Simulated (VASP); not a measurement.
Write the native input for VASP 6.6.1 that does the following.

```yaml
Task: single point
Functional: PBE
Potentials_or_basis: VASP PAW PBE potentials, release 64 (Si, B)
Cutoff: 500 eV
k_mesh: 3 × 3 × 5
Occupations: gaussian, width 0.2 eV
Spin: no spin polarisation
Dipole_correction: no
Further_INCAR_settings: ALGO = Normal; EDIFF = 1e-06; NBANDS = 28
```

The structure of Si2B3 lies in POSCAR:

```
Si2B3
1.0
    5.8376293781      0.0000000000      0.0000000000
    0.0000000000      5.8376293781      0.0000000000
    0.0000000000      0.0000000000      3.0059374946
Si B
4 6
Direct
    0.7837925014      0.2837925014      0.0000000000
    0.2162074986      0.7162074986      0.0000000000
    0.2837925014      0.2162074986      0.0000000000
    0.7162074986      0.7837925014      0.0000000000
    0.4027121056      0.9027121056      0.5000000000
    0.9027121056      0.5972878944      0.5000000000
    0.0000000000      0.0000000000      0.0000000000
    0.5972878944      0.0972878944      0.5000000000
    0.0972878944      0.4027121056      0.5000000000
    0.5000000000      0.5000000000      0.0000000000
```

The cell was generated, and may not be a known phase.

The input as run:

INCAR

```
SYSTEM = Si2B3
PREC = Accurate ; ENCUT = 500
EDIFF = 1E-6 ; ISMEAR = 0
SIGMA = 0.2 ; LREAL = .False.
LASPH = .True. ; NELM = 120
ALGO = Normal ; ISIF = 2
LWAVE = .False. ; LCHARG = .False.
GGA = PE ; NBANDS = 28
GGA_COMPAT = .False.
```

KPOINTS

```
regular mesh
0
Gamma
  3 3 5
  0 0 0
```

Potentials or basis: VASP PAW PBE potentials, release 64 (Si, B).

Run with:

```console
$ cat potpaw_PBE.64/Si/POTCAR potpaw_PBE.64/B/POTCAR > POTCAR
$ mpirun -np 1 vasp_std > vasp.out
```

Results of the run:

| Quantity | Value |
| --- | --- |
| Pressure | -0.6 GPa |
| Largest force | 0.060 eV/Å |
| Band gap on the k mesh | zero (bands 17 and 18 overlap by 3.41 eV) |

Caveat: the k points lie up to 0.42 Å⁻¹ apart, too coarse for converged energies and pressures of a metal.

It took 26 s on 1 thread of Intel(R) Xeon(R) Platinum 8259CL CPU @ 2.50GHz (Skylake/Cascade Lake) (shared host), peak memory 0.22 GiB.
